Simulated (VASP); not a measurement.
Set up this calculation in VASP 6.6.1, as the native input.

* Task: single point
* Functional: PBE
* Potentials or basis: VASP PAW PBE potentials, release 64 (Co, Si)
* Cutoff: 520 eV
* k mesh: 14 × 14 × 14
* Occupations: gaussian, width 0.15 eV
* Spin: collinear spin, ferromagnetic start
* Starting moments: [0.275, 0.0, 0.0] μB
* Fixed moment: 0.275 μB
* Dipole correction: no
* Further INCAR settings: ALGO = Normal; EDIFF = 1e-06; NBANDS = 20

The structure of CoSi2 lies in POSCAR:

```
CoSi2
1.0
    0.0000000000      2.7833407038      2.7833407038
    2.7833407038      0.0000000000      2.7833407038
    2.7833407038      2.7833407038      0.0000000000
Co Si
1 2
Direct
    0.0000000000      0.0000000000      0.0000000000
    0.2500000000      0.2500000000      0.2500000000
    0.7500000000      0.7500000000      0.7500000000
```

The input as run:

INCAR

```
PREC = Accurate ; ENCUT = 520
EDIFF = 1E-6 ; ISMEAR = 0
SIGMA = 0.15 ; LREAL = False
LASPH = True ; NELM = 150
ALGO = Normal ; ISIF = 2
LWAVE = False ; LCHARG = True
ISPIN = 2 ; MAGMOM = 0.275 0 0
LORBIT = 11 ; NUPDOWN = 0.275
LMAXMIX = 4 ; GGA = PE
LELF = True ; LVHAR = True
NBANDS = 20
```

KPOINTS

```
Automatic mesh
0
Gamma
  14 14 14
```

Potentials or basis: VASP PAW PBE potentials, release 64 (Co, Si).

Command:

```bash
$ cat potpaw_PBE.64/Co/POTCAR potpaw_PBE.64/Si/POTCAR > POTCAR
$ mpirun -np 1 vasp_std > vasp.out
```

It gave:

* Pressure: -15.0 GPa
* Net moment: 0.28 μB per cell
* Site moments: Co +0.18; Si +0.02 μB
* Valence electrons inside the program's atomic spheres: Co 8.56; Si 1.53

Caveat: the total moment is fixed, so each spin has its own Fermi level.

Run time: 4 min on 1 thread of Intel(R) Xeon(R) Platinum 8259CL CPU @ 2.50GHz (Skylake/Cascade Lake) (shared host), peak memory 0.28 GiB.
